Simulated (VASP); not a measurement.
Input of a VASP 6.6.1 run:

The input INCAR:

```
SYSTEM = BaTiO3
PREC = Accurate
ENCUT = 520
EDIFF = 1E-6
ISMEAR = 0
SIGMA = 0.02
LREAL = .FALSE.
LASPH = .TRUE.
NELM = 60
ALGO = Normal
ISIF = 2
LWAVE = .FALSE.
LCHARG = .TRUE.
GGA = PE
LELF = .TRUE.
LVHAR = .TRUE.
NBANDS = 28
```

KPOINTS

```
Automatic mesh
0
G
  6 6 6
  0 0 0
```

The input POSCAR:

```
BaTiO3
1.0
    2.8628964670      1.6528940459      2.3563485123
   -2.8628964670      1.6528940459      2.3563485123
    0.0000000000     -3.3057880917      2.3563485123
Ba Ti O
1 1 3
Direct
    0.0050105865      0.0050105865      0.0050105865
    0.5191677358      0.5191677358      0.5191677358
    0.4883657726      0.4883657726      0.9777901826
    0.4883657726      0.9777901826      0.4883657726
    0.9777901826      0.4883657726      0.4883657726
```

Potentials or basis: VASP PAW PBE potentials, release 64 (Ba_sv, Ti_sv, O).

Command:

```sh
$ cat potpaw_PBE.64/Ba_sv/POTCAR potpaw_PBE.64/Ti_sv/POTCAR potpaw_PBE.64/O/POTCAR > POTCAR
$ mpirun -np 1 vasp_std > vasp.out
```

(1) What does it give for the band gap on the k mesh?

(2) Estimate the pressure.

(3) What does it give for the largest force?

Results:

(1) 2.58 eV (least direct gap 3.12 eV).

(2) 1.6 GPa.

(3) 0.086 eV/Å.

Caveat: spin-orbit coupling is left out, which moves the levels of the heavy elements.
